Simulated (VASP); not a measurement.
Set up this calculation in VASP 6.6.1, as the native input.

```
Task                   : single point
Functional             : PBE
Potentials or basis    : VASP PAW PBE potentials, release 64 (Ti_sv)
Cutoff                 : 520 eV
k mesh                 : 11 × 11 × 1
Occupations            : methfessel-paxton, width 0.2 eV
Spin                   : no spin polarisation
Dipole correction      : yes
Further INCAR settings : ALGO = Normal; EDIFF = 1e-06; NBANDS = 51
```

The structure of Ti lies in POSCAR:

```
Ti
1.0
    3.2555055271      0.0000000000      0.0000000000
    0.0000000000      3.2555055271      0.0000000000
    0.0000000000      0.0000000000     24.7665165814
Ti
7
Direct
    0.5000000000      0.5000000000      0.3028282147
    0.0000000000      0.0000000000      0.3685521431
    0.5000000000      0.5000000000      0.4342760716
    0.0000000000      0.0000000000      0.5000000000
    0.5000000000      0.5000000000      0.5657239284
    0.0000000000      0.0000000000      0.6314478569
    0.5000000000      0.5000000000      0.6971717853
```

One way to write it, as run:

INCAR

```
  ALGO = Normal
  DIPOL = 0.5 0.5 0.500
  EDIFF = 1E-6
  ENCUT = 520
  GGA = PE
  IDIPOL = 3
  ISIF = 2
  ISMEAR = 1
  LASPH = True
  LCHARG = False
  LDIPOL = True
  LREAL = False
  LWAVE = False
  NBANDS = 51
  NELM = 60
  PREC = Accurate
  SIGMA = 0.2
```

KPOINTS

```
k-points
0
Gamma
  11 11 1
```

Potentials or basis: VASP PAW PBE potentials, release 64 (Ti_sv).

The run is started by

```sh
$ cat potpaw_PBE.64/Ti_sv/POTCAR > POTCAR
$ mpirun -np 1 vasp_std > vasp.out
```

It gave:

```yaml
Largest_force: 0.480 eV/Å
Band_gap_on_the_k_mesh: zero (bands 42 and 43 overlap by 1.30 eV)
```

Run time: 19 min on 1 thread of Intel Xeon 8259CL, with other jobs on the host, peak memory 0.42 GiB.
